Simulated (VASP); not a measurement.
Wanted: the native input for a VASP 6.6.1 run.

| Item | Value |
| --- | --- |
| Task | single point |
| Functional | PBEsol |
| Dispersion | D3(BJ) |
| Potentials or basis | VASP PAW PBE potentials, release 64 (Ga_d, Sb) |
| Cutoff | 520 eV |
| k mesh | 10 × 10 × 10 |
| Occupations | gaussian, width 0.15 eV |
| Spin | no spin polarisation |
| Dipole correction | no |
| Further INCAR settings | ALGO = Normal; EDIFF = 1e-06; NBANDS = 22 |

The structure of GaSb3 lies in POSCAR:

```
GaSb3
1.0
    0.0000000000      3.5857729617      3.5857729617
    3.5857729617      0.0000000000      3.5857729617
    3.5857729617      3.5857729617      0.0000000000
Ga Sb
1 3
Direct
    0.0000000000      0.0000000000      0.0000000000
    0.2614340758      0.2385659242      0.2385659242
    0.7385659242      0.7614340758      0.7614340758
    0.5000000000      0.5000000000      0.5000000000
```

This cell differs from its parent crystal: mode 4 frozen in at -0.082 Å and mode 7 at -0.000 Å (largest displacements).

One way to write it, as run:

INCAR

```
SYSTEM = GaSb3
ALGO = Normal
EDIFF = 1E-6
ENCUT = 520
GGA = PS
ISIF = 2
ISMEAR = 0
IVDW = 12
LASPH = .TRUE.
LCHARG = .FALSE.
LREAL = .FALSE.
LWAVE = .FALSE.
NBANDS = 22
NELM = 60
PREC = Accurate
SIGMA = 0.15
```

KPOINTS

```
k-points
0
G
  10 10 10
  0 0 0
```

Potentials or basis: VASP PAW PBE potentials, release 64 (Ga_d, Sb).

Launch:

```console
$ cat potpaw_PBE.64/Ga_d/POTCAR potpaw_PBE.64/Sb/POTCAR > POTCAR
$ mpirun -np 1 vasp_std > vasp.out
```

It gave:

- Pressure: 0.4 GPa
- Largest force: 0.351 eV/Å
- Band gap on the k mesh: zero (band 14 reaches 10.37 eV, above the bottom of band 15 at 6.30 eV)
- Dispersion energy per atom: -0.493 eV

Caveat: the cell differs from its parent crystal (mode 4 frozen in at -0.082 Å and mode 7 at -0.000 Å (largest displacements)); the PAW data sets were made with another functional, which shifts forces and pressure a little; spin-orbit coupling is left out, which moves the levels of the heavy elements; pairwise dispersion overbinds metals, which lowers pressure and volume.

It took 7.7 min on 1 thread of AMD EPYC 7R43 64-Core Processor (Zen 3) (shared host), peak memory 0.45 GiB.
